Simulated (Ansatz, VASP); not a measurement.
One calculation of Pb, two programs

The input INCAR:

```
PREC = Accurate
ENCUT = 520
EDIFF = 1E-6
ISMEAR = 0
SIGMA = 0.15
LREAL = False
LASPH = True
NELM = 100
ALGO = Fast
ISIF = 2
LWAVE = False
LCHARG = False
GGA = PE
IVDW = 12
NBANDS = 21
```

File KPOINTS:

```
regular mesh
0
Gamma
  18 18 10
```

The input POSCAR:

```
Pb
1.0
    3.7487171046      0.0000000000      0.0000000000
   -1.8743585523      3.2464842441      0.0000000000
    0.0000000000      0.0000000000      4.8173159669
Pb
2
Direct
    0.3333333333      0.6666666667      0.2500000000
    0.6666666667      0.3333333333      0.7500000000
```

Input for Ansatz:

```yaml
crystal:
  lattice:
    - [3.7487171046, 0.0, 0.0]
    - [-1.8743585523, 3.2464842441, 0.0]
    - [0.0, 0.0, 4.8173159669]
  atoms:
    - { symbol: Pb, position: [0.3333333333, 0.6666666667, 0.25] }
    - { symbol: Pb, position: [0.6666666667, 0.3333333333, 0.75] }
basis:
  ecutwfc: 420
kpoints:
  mp_grid: { grid: [18, 18, 10] }
hamiltonian:
  xc: pbe
  dispersion: d3bj
scf:
  occupations: { method: gaussian, width: 0.15 }
output:
  forces: true
  stress: true
  eigenvalues: true
```

Alike in both runs: task single point; functional PBE; dispersion D3(BJ); k mesh 18 × 18 × 10; occupations gaussian, width 0.15 eV; no spin polarisation.

|  | VASP | Ansatz |
| --- | --- | --- |
| version | VASP 6.6.1 | Ansatz 0.2.0 |
| potentials or method | VASP PAW PBE potentials, release 64 (Pb_d), cutoff 520 eV | scalar-relativistic, plane waves, PAW |
| valence electrons in the cell | 28 | 28 |

|  | VASP | Ansatz | Ansatz less VASP |
| --- | --- | --- | --- |
| gap on the k mesh at the Fermi level (eV) | none | none | - |
| pressure (GPa) | 3.7 | 3.7 | +0.06 |
| traceless stress, the component that is largest in VASP (GPa) | 3.47 | 3.48 | +0.016 |

A gap of «none» marks a metal or a gap that the smearing closes.

Spin-orbit coupling is off throughout.
